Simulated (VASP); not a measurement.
# KCl (Fmmm) in VASP: further runs, part 2 of 2

VASP 6.6.1.

## Step 4: Single point, PBE (strain -0.0300 x Voigt [1, -1, 0, 0, 0, 0])

The input, INCAR:

```
SYSTEM = KCl
  ALGO = Normal
  EDIFF = 1E-7
  ENCUT = 520
  GGA = PE
  ISIF = 2
  ISMEAR = 0
  LASPH = .True.
  LCHARG = .False.
  LREAL = .False.
  LWAVE = .False.
  NBANDS = 15
  NELM = 80
  PREC = Accurate
  SIGMA = 0.05
```

The input, KPOINTS:

```
k-points
0
Gamma
  6 6 6
  0 0 0
```

The input, POSCAR:

```
KCl
1.0
    0.0000000000      3.2507830000      3.1561000000
    3.0614170000      0.0000000000      3.1561000000
    3.0614170000      3.2507830000      0.0000000000
K Cl
1 1
Direct
    0.0000000000      0.0000000000      0.0000000000
    0.5000000000      0.5000000000      0.5000000000
```

Potentials or basis: VASP PAW PBE potentials, release 64 (K_sv, Cl).

The run is started by

```console
cat potpaw_PBE.64/K_sv/POTCAR potpaw_PBE.64/Cl/POTCAR > POTCAR
mpirun -np 1 vasp_std > vasp.out
```

OUTCAR:

```text
SYSTEM = KCl
   EDIFF = 1E-7
   ENCUT = 520
   GGA = PE
   ISIF = 2
   ISMEAR = 0
   LASPH = .True.
   LREAL = .False.
   NELM = 80
   PREC = Accurate

 ion  position               nearest neighbor table
   1  0.000  0.000  0.000-   2 3.06   2 3.06   2 3.16   2 3.16
   2  0.500  0.500  0.500-   1 3.06   1 3.06   1 3.16   1 3.16

  LATTYP: Found a face centered orthorhombic cell.
 ALAT       =     6.1228340000
 B/A-ratio  =     1.0309278351
 C/A-ratio  =     1.0618556701

  Lattice vectors:

 A1 = (   0.0000000000,   3.2507830000,  -3.1561000000)
[... 610 lines left out ...]
     10       5.9002      0.00000
     11       8.0372      0.00000
     12       8.6028      0.00000
     13       8.7275      0.00000
     14       8.9295      0.00000
     15       9.8746      0.00000

 [... further k-points ...]
[... 5 lines left out ...]
  --------------------------------------------------------------------------------------
  -------------------------------------------------------------------------------------
  Total        0.7651015     -0.1119130      0.2430089      0.0000000      0.0000000      0.0000000
  in kB       19.5136447     -2.8543012      6.1978578      0.0000000      0.0000000      0.0000000
  external PRESSURE =       7.6190671 kB  Pullay stress =       0.0000000 kB

 VOLUME and BASIS-vectors are now :
 -----------------------------------------------------------------------------
  energy-cutoff  :      520.00
  volume of cell :       62.82
      direct lattice vectors                 reciprocal lattice vectors
     0.000000000  3.250783000  3.156100000    -0.163323062  0.153809098  0.158423371
     3.061417000  0.000000000  3.156100000     0.163323062 -0.153809098  0.158423371
     3.061417000  3.250783000  0.000000000     0.163323062  0.153809098 -0.158423371

 POSITION                                       TOTAL-FORCE (eV/Angst)
 -----------------------------------------------------------------------------------
      0.00000      0.00000      0.00000         0.000000      0.000000      0.000000
      3.06142      3.25078      3.15610        -0.000000     -0.000000      0.000000
 -----------------------------------------------------------------------------------
    total drift:                                0.000000      0.000000      0.000000

  FREE ENERGIE OF THE ION-ELECTRON SYSTEM (eV)
  ---------------------------------------------------
  free  energy   TOTEN  =        -6.7932198623 eV

  energy  without entropy=       -6.7932198623  energy(sigma->0) =       -6.79321986
```

OSZICAR:

```text
N       E                     dE             d eps       ncg     rms          rms(c)
DAV:   1     0.102148851569E+03    0.10215E+03   -0.71370E+03  1380   0.956E+02
DAV:   2    -0.792027591211E+00   -0.10294E+03   -0.94791E+02  1864   0.237E+02
DAV:   3    -0.685651693830E+01   -0.60645E+01   -0.60349E+01  1919   0.510E+01
DAV:   4    -0.708781409197E+01   -0.23130E+00   -0.23122E+00  2123   0.899E+00
DAV:   5    -0.708966999763E+01   -0.18559E-02   -0.18559E-02  1983   0.918E-01    0.335E+00
DAV:   6    -0.679505600879E+01    0.29461E+00   -0.43144E-01  1758   0.329E+00    0.274E+00
DAV:   7    -0.677952934274E+01    0.15527E-01   -0.10459E-01  1891   0.183E+00    0.157E+00
DAV:   8    -0.679183918903E+01   -0.12310E-01   -0.16612E-02  1715   0.957E-01    0.177E-01
DAV:   9    -0.679261050727E+01   -0.77132E-03   -0.93570E-04  1912   0.192E-01    0.984E-02
DAV:  10    -0.679321091200E+01   -0.60040E-03   -0.62896E-04  1429   0.157E-01    0.196E-02
DAV:  11    -0.679321611500E+01   -0.52030E-05   -0.21298E-05  1980   0.261E-02    0.515E-03
DAV:  12    -0.679321942780E+01   -0.33128E-05   -0.39067E-06  1471   0.139E-02    0.321E-03
DAV:  13    -0.679321974430E+01   -0.31651E-06   -0.38524E-07  1892   0.341E-03    0.713E-04
DAV:  14    -0.679321985422E+01   -0.10991E-06   -0.79762E-08  1473   0.186E-03    0.244E-04
DAV:  15    -0.679321986231E+01   -0.80963E-08   -0.19487E-09  1082   0.312E-04
   1 F= -.67932199E+01 E0= -.67932199E+01  d E =-.134370E-11
```

stdout:

```text
POSCAR found type information on POSCAR K Cl
 POSCAR found :  2 types and       2 ions
 scaLAPACK will be used
 LDA part: xc-table for (Slater+PW92), standard interpolation
 POSCAR, INCAR and KPOINTS ok, starting setup
 FFT: planning ... GRIDC
 FFT: planning ... GRID_SOFT
 FFT: planning ... GRID
 WAVECAR not read
 entering main loop
```

It took 30 s on 1 thread of AMD EPYC 9R45 (Zen 5), shared host; peak memory 0.19 GiB.

What came out:

```
Free energy            : -6.7932 eV
Pressure               : 0.8 GPa
Band gap on the k mesh : 5.13 eV, direct
```

Stress tensor (GPa, compression positive):
```
 1.95  0.00  0.00
 0.00 -0.29  0.00
 0.00  0.00  0.62
```

Levels at points of the mesh, in eV from the valence-band top:
```
           k point  band 4  band 5  band 6  band 7  band 8  band 9  band 10  band 11  band 12  band 13
(0.00, 0.00, 0.00)  -10.69  -10.69   -0.04   -0.02    0.00    5.13     8.18     8.36     8.55     9.11
(0.50, 0.00, 0.00)  -10.70  -10.44   -1.07   -0.34   -0.34    7.54     8.54    10.45    10.53    11.15
(0.50, 0.50, 0.00)  -10.76  -10.74   -0.68   -0.24   -0.24    6.53     8.27     9.99    10.23    10.59
(0.50, 0.00, 0.50)  -10.75  -10.73   -0.71   -0.21   -0.20    6.56     8.26     9.81    10.15    10.58
(0.00, 0.50, 0.50)  -10.76  -10.75   -0.62   -0.28   -0.27    6.47     8.34    10.18    10.28    10.61
```

Caveat: the cell differs from its parent crystal (strain -0.0300 x Voigt [1, -1, 0, 0, 0, 0]).

## Step 5: Overview

```tsv
cell	gap on the mesh (eV)	pressure (GPa)
a = 4.599, b = 4.332, c = 4.471 Å, angles 63.0, 57.0, 60.0°, 2 atoms	5.08	1.3
a = 4.364, b = 4.565, c = 4.468 Å, angles 57.8, 62.2, 60.0°, 2 atoms	5.11	1.0
a = 4.531, b = 4.397, c = 4.465 Å, angles 61.5, 58.5, 60.0°, 2 atoms	5.13	0.8
```

Alike in all rows: task single point; level PBE; potentials or basis VASP PAW PBE potentials, release 64 (K_sv, Cl); no spin polarisation; k mesh 6 × 6 × 6; cutoff (eV) 520; smearing gaussian 0.05 eV.

Absolute energies hang on the potentials; compare differences alone.
